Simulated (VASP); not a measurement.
# Pb2O (Pn-3m) in VASP: a series of runs, part 2 of 2

VASP 6.6.1. The steps go on from the part before.

## Step 4: Single point, PBE

This run uses another cell than the first one, of 28.03 Å³/atom.

The input, INCAR:

```
SYSTEM = Pb2O
PREC = Accurate
ENCUT = 520
EDIFF = 1E-7
ISMEAR = 1
SIGMA = 0.05
LREAL = .False.
LASPH = .True.
NELM = 100
ALGO = Normal
ISIF = 2
LWAVE = .False.
LCHARG = .False.
GGA = PE
NBANDS = 43
```

The input, KPOINTS:

```
regular mesh
0
Gamma
  5 5 5
  0 0 0
```

The input, POSCAR:

```
Pb2O
1.0
    5.5198023559      0.0000000000      0.0000000000
    0.0000000000      5.5198023559      0.0000000000
    0.0000000000      0.0000000000      5.5198023559
Pb O
4 2
Direct
    0.2500000000      0.2500000000      0.2500000000
    0.7500000000      0.7500000000      0.2500000000
    0.2500000000      0.7500000000      0.7500000000
    0.7500000000      0.2500000000      0.7500000000
    0.0000000000      0.0000000000      0.0000000000
    0.5000000000      0.5000000000      0.5000000000
```

Potentials or basis: VASP PAW PBE potentials, release 64 (Pb_d, O).

Command:

```console
> cat potpaw_PBE.64/Pb_d/POTCAR potpaw_PBE.64/O/POTCAR > POTCAR
> mpirun -np 1 vasp_std > vasp.out
```

OUTCAR:

```text
SYSTEM = Pb2O
   PREC = Accurate
   ENCUT = 520
   EDIFF = 1E-7
   ISMEAR = 1
   LREAL = .False.
   LASPH = .True.
   NELM = 100
   ISIF = 2
   GGA = PE

 ion  position               nearest neighbor table
   1  0.250  0.250  0.250-   5 2.39   6 2.39   4 3.90   2 3.90   3 3.90   3 3.90   4 3.90   2 3.90
                             3 3.90   3 3.90   2 3.90   4 3.90   4 3.90   2 3.90
   2  0.750  0.750  0.250-   5 2.39   6 2.39   4 3.90   1 3.90   3 3.90   3 3.90   4 3.90   1 3.90
                             4 3.90   4 3.90   1 3.90   3 3.90   3 3.90   1 3.90
   3  0.250  0.750  0.750-   5 2.39   6 2.39   4 3.90   1 3.90   2 3.90   1 3.90   2 3.90   1 3.90
                             4 3.90   1 3.90   2 3.90   4 3.90   2 3.90   4 3.90
   4  0.750  0.250  0.750-   5 2.39   6 2.39   3 3.90   1 3.90   2 3.90   1 3.90   2 3.90   2 3.90
                             3 3.90   2 3.90   1 3.90   3 3.90   1 3.90   3 3.90
   5  0.000  0.000  0.000-   1 2.39   2 2.39   3 2.39   4 2.39
   6  0.500  0.500  0.500-   1 2.39   2 2.39   3 2.39   4 2.39

  LATTYP: Found a simple cubic cell.
 ALAT       =     5.5198023559

  Lattice vectors:

 A1 = (   5.5198023559,   0.0000000000,   0.0000000000)
 A2 = (   0.0000000000,   5.5198023559,   0.0000000000)
 A3 = (   0.0000000000,   0.0000000000,   5.5198023559)

Analysis of symmetry for initial positions (statically):
=====================================================================
 Subroutine PRICEL returns:
 Original cell was already a primitive cell.

 Routine SETGRP: Setting up the symmetry group for a
 simple cubic supercell.

 Subroutine GETGRP returns: Found 48 space group operations
 (whereof 24 operations were pure point group operations)
 out of a pool of 48 trial point group operations.

The static configuration has the point symmetry T_d .
 The point group associated with its full space group is O_h .

Analysis of symmetry for dynamics (positions and initial velocities):
=====================================================================
 Subroutine PRICEL returns:
[... 126 lines left out ...]
  Thomas-Fermi vector in A             =   2.346106
   LORBIT       =      0    0 simple, 1 ext, 2 COOP (PROOUT), +10 PAW based schemes
   GGA     = PE    functional components
   LHFCALC =     F    Hartree Fock is set to
   AEXX    =    0.0000 exact exchange contribution
   IVDW    =     0    specifies the selected vdW correction
   LEPSILON=     F    determine dielectric tensor
   LRPA    =     F    only Hartree local field effects (RPA)
 non-spin polarized calculation
 Methfessel and Paxton  Order N= 1 SIGMA  =   0.05
  energy-cutoff  :      520.00
  volume of cell :      168.18
 maximum number of plane-waves:      4553
 NGX is ok and might be reduce to    42
   NGX = 21   NGY = 21   NGZ = 21

 number of electron      67.9999979 magnetization

 Free energy of the ion-electron system (eV)
  ---------------------------------------------------
  ext. energy  EPLUGINS =         0.00000000
  ---------------------------------------------------
  free energy    TOTEN  =       -26.50236239 eV

  energy without entropy =      -26.50180545  energy(sigma->0) =      -26.50217674

 E-fermi :   4.3650     XC(G=0):  -9.1704

 val. band max:        4.3405709672   @ k =   0.4000   0.2000   0.0000
 cond. band min:       4.3914090229   @ k =   0.4000   0.0000   0.0000
 fundamental gap:      0.0508380556
 Fermi energy:         4.3649567751

 k-point     1 :       0.0000    0.0000    0.0000
  band No.  band energies     occupation
      1     -13.7735      2.00000
      2     -12.6731      2.00000
      3     -12.2200      2.00000
      4     -12.2200      2.00000
      5     -12.1785      2.00000
      6     -12.1785      2.00000
[... 449 lines left out ...]
     42      10.8186      0.00000
     43      11.2995      0.00000

------------------------ aborting loop because EDIFF is reached ----------------------------------------

  FORCE on cell =-STRESS in cart. coord.  units (eV):
  Direction    XX          YY          ZZ          XY          YZ          ZX
  --------------------------------------------------------------------------------------
  -------------------------------------------------------------------------------------
  Total       -1.0785067     -1.0785067     -1.0785067      0.0000000      0.0000000      0.0000000
  in kB      -10.2745505    -10.2745505    -10.2745505      0.0000000      0.0000000      0.0000000
  external PRESSURE =     -10.2745505 kB  Pullay stress =       0.0000000 kB

 VOLUME and BASIS-vectors are now :
 -----------------------------------------------------------------------------
  energy-cutoff  :      520.00
  volume of cell :      168.18
      direct lattice vectors                 reciprocal lattice vectors
     5.519802356  0.000000000  0.000000000     0.181165907  0.000000000  0.000000000
     0.000000000  5.519802356  0.000000000     0.000000000  0.181165907  0.000000000
     0.000000000  0.000000000  5.519802356     0.000000000  0.000000000  0.181165907

 POSITION                                       TOTAL-FORCE (eV/Angst)
 -----------------------------------------------------------------------------------
      1.37995      1.37995      1.37995        -0.000000      0.000000      0.000000
      4.13985      4.13985      1.37995         0.000000     -0.000000     -0.000000
      1.37995      4.13985      4.13985         0.000000      0.000000     -0.000000
      4.13985      1.37995      4.13985        -0.000000     -0.000000      0.000000
      0.00000      0.00000      0.00000        -0.000000      0.000000      0.000000
      2.75990      2.75990      2.75990        -0.000000      0.000000      0.000000
 -----------------------------------------------------------------------------------
    total drift:                                0.000000      0.000000     -0.000000

  FREE ENERGIE OF THE ION-ELECTRON SYSTEM (eV)
  ---------------------------------------------------
  free  energy   TOTEN  =       -26.5023623869 eV

  energy  without entropy=      -26.5018054457  energy(sigma->0) =      -26.50217674
```

OSZICAR:

```text
N       E                     dE             d eps       ncg     rms          rms(c)
DAV:   1     0.843110623399E+03    0.84311E+03   -0.32328E+04   860   0.179E+03
DAV:   2     0.913247265709E+02   -0.75179E+03   -0.73210E+03   868   0.490E+02
DAV:   3    -0.249113678794E+02   -0.11624E+03   -0.11185E+03  1118   0.216E+02
DAV:   4    -0.324370673824E+02   -0.75257E+01   -0.74371E+01  1048   0.577E+01
[... 11 lines left out ...]
DAV:  16    -0.265023709716E+02    0.17939E-05   -0.45168E-05  1232   0.501E-02    0.233E-02
DAV:  17    -0.265023653451E+02    0.56265E-05   -0.10159E-05  1244   0.274E-02    0.121E-02
DAV:  18    -0.265023631438E+02    0.22013E-05   -0.58975E-06  1132   0.113E-02    0.198E-03
DAV:  19    -0.265023623915E+02    0.75230E-06   -0.57170E-07   942   0.675E-03    0.658E-04
DAV:  20    -0.265023623869E+02    0.45120E-08   -0.72590E-08   505   0.199E-03
   1 F= -.26502362E+02 E0= -.26502177E+02  d E =-.556941E-03
```

stdout:

```text
POSCAR found type information on POSCAR PbO
 POSCAR found :  2 types and       6 ions
 scaLAPACK will be used
 LDA part: xc-table for (Slater+PW92), standard interpolation
 POSCAR, INCAR and KPOINTS ok, starting setup
 FFT: planning ... GRIDC
 FFT: planning ... GRID_SOFT
 FFT: planning ... GRID
 WAVECAR not read
 entering main loop
```

It took 72 s on 1 thread of Intel Xeon Platinum 8488C (Sapphire Rapids), shared host; peak memory 0.27 GiB.

What came out:

| Property | Result |
| --- | --- |
| Free energy | -26.5024 eV |
| Pressure | -1.0 GPa |
| Band gap on the k mesh | zero (bands 34 and 35 overlap by 0.33 eV) |

Levels at points of the mesh, in eV from the Fermi level:
```
           k point  band 32  band 33  band 34  band 35  band 36  band 37
(0.00, 0.00, 0.00)    -0.65    -0.65    -0.65     1.96     1.96     1.96
```

Caveat: semilocal functionals underestimate gaps, so a narrow gap can read as zero; spin-orbit coupling is left out, which moves the levels of the heavy elements.

## Step 5: Single point, PBE

This run uses another cell than the first one, of 29.07 Å³/atom.

The input, INCAR:

```
SYSTEM = Pb2O
  ALGO = Normal
  EDIFF = 1E-6
  ENCUT = 520
  GGA = PE
  ISIF = 2
  ISMEAR = 1
  LASPH = .True.
  LCHARG = .False.
  LREAL = .False.
  LWAVE = .False.
  NBANDS = 43
  NELM = 80
  PREC = Accurate
  SIGMA = 0.05
```

The input, KPOINTS:

```
k-points
0
Gamma
  5 5 5
  0 0 0
```

POSCAR, as its differences from that of step 4:

```diff
@@ -2,5 +2,5 @@
 1.0
-    5.5198023559      0.0000000000      0.0000000000
-    0.0000000000      5.5198023559      0.0000000000
-    0.0000000000      0.0000000000      5.5198023559
+    5.5871236536      0.0000000000      0.0000000000
+    0.0000000000      5.5871236536      0.0000000000
+    0.0000000000      0.0000000000      5.5871236536
 Pb O
```

Potentials or basis: VASP PAW PBE potentials, release 64 (Pb_d, O).

Command:

```console
> cat potpaw_PBE.64/Pb_d/POTCAR potpaw_PBE.64/O/POTCAR > POTCAR
> mpirun -np 1 vasp_std > vasp.out
```

OUTCAR:

```text
SYSTEM = Pb2O
   EDIFF = 1E-6
   ENCUT = 520
   GGA = PE
   ISIF = 2
   ISMEAR = 1
   LASPH = .True.
   LREAL = .False.
   NELM = 80
   PREC = Accurate

 ion  position               nearest neighbor table
   1  0.250  0.250  0.250-   5 2.42   6 2.42   4 3.95   2 3.95   3 3.95   3 3.95   4 3.95   2 3.95
                             3 3.95   3 3.95   2 3.95   4 3.95   4 3.95   2 3.95
   2  0.750  0.750  0.250-   5 2.42   6 2.42   4 3.95   1 3.95   3 3.95   3 3.95   4 3.95   1 3.95
                             4 3.95   4 3.95   1 3.95   3 3.95   3 3.95   1 3.95
   3  0.250  0.750  0.750-   5 2.42   6 2.42   4 3.95   1 3.95   2 3.95   1 3.95   2 3.95   1 3.95
                             4 3.95   1 3.95   2 3.95   4 3.95   2 3.95   4 3.95
   4  0.750  0.250  0.750-   5 2.42   6 2.42   3 3.95   1 3.95   2 3.95   1 3.95   2 3.95   2 3.95
                             3 3.95   2 3.95   1 3.95   3 3.95   1 3.95   3 3.95
   5  0.000  0.000  0.000-   1 2.42   2 2.42   3 2.42   4 2.42
   6  0.500  0.500  0.500-   1 2.42   2 2.42   3 2.42   4 2.42

  LATTYP: Found a simple cubic cell.
 ALAT       =     5.5871236536

  Lattice vectors:

 A1 = (   5.5871236536,   0.0000000000,   0.0000000000)
 A2 = (   0.0000000000,   5.5871236536,   0.0000000000)
[... 176 lines left out ...]
 fundamental gap:      0.0342967923
 Fermi energy:         4.0581759517

 k-point     1 :       0.0000    0.0000    0.0000
  band No.  band energies     occupation
      1     -13.8978      2.00000
      2     -12.8213      2.00000
      3     -12.5496      2.00000
      4     -12.5496      2.00000
      5     -12.5129      2.00000
      6     -12.5129      2.00000
[... 449 lines left out ...]
     42      10.3111      0.00000
     43      10.7836      0.00000

------------------------ aborting loop because EDIFF is reached ----------------------------------------

  FORCE on cell =-STRESS in cart. coord.  units (eV):
  Direction    XX          YY          ZZ          XY          YZ          ZX
  --------------------------------------------------------------------------------------
  -------------------------------------------------------------------------------------
  Total       -2.6717179     -2.6717179     -2.6717179     -0.0000000      0.0000000      0.0000000
  in kB      -24.5434908    -24.5434908    -24.5434908     -0.0000000      0.0000000      0.0000000
  external PRESSURE =     -24.5434908 kB  Pullay stress =       0.0000000 kB

 VOLUME and BASIS-vectors are now :
 -----------------------------------------------------------------------------
  energy-cutoff  :      520.00
  volume of cell :      174.41
      direct lattice vectors                 reciprocal lattice vectors
     5.587123654  0.000000000  0.000000000     0.178982973  0.000000000  0.000000000
     0.000000000  5.587123654  0.000000000     0.000000000  0.178982973  0.000000000
     0.000000000  0.000000000  5.587123654     0.000000000  0.000000000  0.178982973

 POSITION                                       TOTAL-FORCE (eV/Angst)
 -----------------------------------------------------------------------------------
      1.39678      1.39678      1.39678         0.000000     -0.000000      0.000000
      4.19034      4.19034      1.39678         0.000000     -0.000000     -0.000000
      1.39678      4.19034      4.19034        -0.000000     -0.000000      0.000000
      4.19034      1.39678      4.19034         0.000000      0.000000     -0.000000
      0.00000      0.00000      0.00000        -0.000000      0.000000      0.000000
      2.79356      2.79356      2.79356         0.000000      0.000000      0.000000
 -----------------------------------------------------------------------------------
    total drift:                                0.000000      0.000000     -0.000000

  FREE ENERGIE OF THE ION-ELECTRON SYSTEM (eV)
  ---------------------------------------------------
  free  energy   TOTEN  =       -26.4374249479 eV

  energy  without entropy=      -26.4361175958  energy(sigma->0) =      -26.43698916
```

Run time: 68 s. Hardware: 1 thread of Intel Xeon Platinum 8488C (Sapphire Rapids), shared host; peak memory 0.27 GiB.

What came out:

| Item | Value |
| --- | --- |
| Free energy | -26.4374 eV |
| Pressure | -2.5 GPa |
| Band gap on the k mesh | zero (bands 34 and 35 overlap by 0.29 eV) |

Caveat: semilocal functionals underestimate gaps, so a narrow gap can read as zero; spin-orbit coupling is left out, which moves the levels of the heavy elements.

## Step 6: The runs side by side

| cell | gap on the mesh (eV) | pressure (GPa) |
| --- | --- | --- |
| a = 5.380 Å, 6 atoms | none | 2.9 |
| a = 5.451 Å, 6 atoms | none | 0.7 |
| a = 5.520 Å, 6 atoms | none | -1.0 |
| a = 5.587 Å, 6 atoms | none | -2.5 |

Alike in all rows: task single point; level PBE; potentials or basis VASP PAW PBE potentials, release 64 (Pb_d, O); no spin polarisation; k mesh 5 × 5 × 5; cutoff (eV) 520; smearing methfessel-paxton 0.05 eV.

Caveats: semilocal functionals underestimate gaps, so a narrow gap can read as zero; spin-orbit coupling is left out, which moves the levels of the heavy elements.

Total energies depend on the potentials used, so only differences within one code and one set of settings carry meaning.
